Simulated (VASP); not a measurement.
Write the native input for VASP 6.6.1 that does the following.

* Task: relaxation of cell and atoms
* Functional: PBE
* Potentials or basis: VASP PAW PBE potentials, release 64 (Ba_sv, O)
* Cutoff: 600 eV
* k mesh: 8 × 8 × 8
* Occupations: gaussian, width 0.02 eV
* Spin: no spin polarisation
* Dipole correction: no
* Further INCAR settings: ALGO = Normal; EDIFF = 1e-07; IBRION = 2; EDIFFG = -0.01; NSW = 100; ISIF = 3

The structure of BaO lies in POSCAR:

```
BaO
1.0
    0.0000000000      2.7903916800      2.7903916800
    2.7903916800      0.0000000000      2.7903916800
    2.7903916800      2.7903916800      0.0000000000
Ba O
1 1
Direct
    0.0000000000      0.0000000000      0.0000000000
    0.5000000000      0.5000000000      0.5000000000
```

These files were run (other wordings do the same):

INCAR

```
SYSTEM = BaO
  ALGO = Normal
  EDIFF = 1E-7
  EDIFFG = -0.01
  ENCUT = 600
  GGA = PE
  GGA_COMPAT = .FALSE.
  IBRION = 2
  ISIF = 3
  ISMEAR = 0
  LASPH = .TRUE.
  LCHARG = .FALSE.
  LREAL = .FALSE.
  LWAVE = .FALSE.
  NELM = 120
  NELMIN = 4
  NSW = 100
  PREC = Accurate
  SIGMA = 0.02
```

KPOINTS

```
k-points
0
G
  8 8 8
  0 0 0
```

Potentials or basis: VASP PAW PBE potentials, release 64 (Ba_sv, O).

Launch:

```bash
$ cat potpaw_PBE.64/Ba_sv/POTCAR potpaw_PBE.64/O/POTCAR > POTCAR
$ mpirun -np 1 vasp_std > vasp.out
```

It gave:

```json
{"Relaxed volume": "22.10 Å³/atom", "Relaxed cell": "a = 3.969 Å, b = 3.969 Å, c = 3.969 Å, α = 60.00°, β = 60.00°, γ = 60.00°", "Space group after relaxing (to 0.05 Å)": "Fm-3m (No. 225)", "Energy gained by relaxing": "1.4 meV/atom", "Ionic steps": "3", "Pressure after relaxing": "0.0 GPa", "Band gap on the k mesh": "2.10 eV, direct"}
```

Caveat: spin-orbit coupling is left out, which moves the levels of the heavy elements.

Wall time 54 s on 1 thread of Intel(R) Xeon(R) Platinum 8488C (Sapphire Rapids) (shared host), peak memory 0.18 GiB.
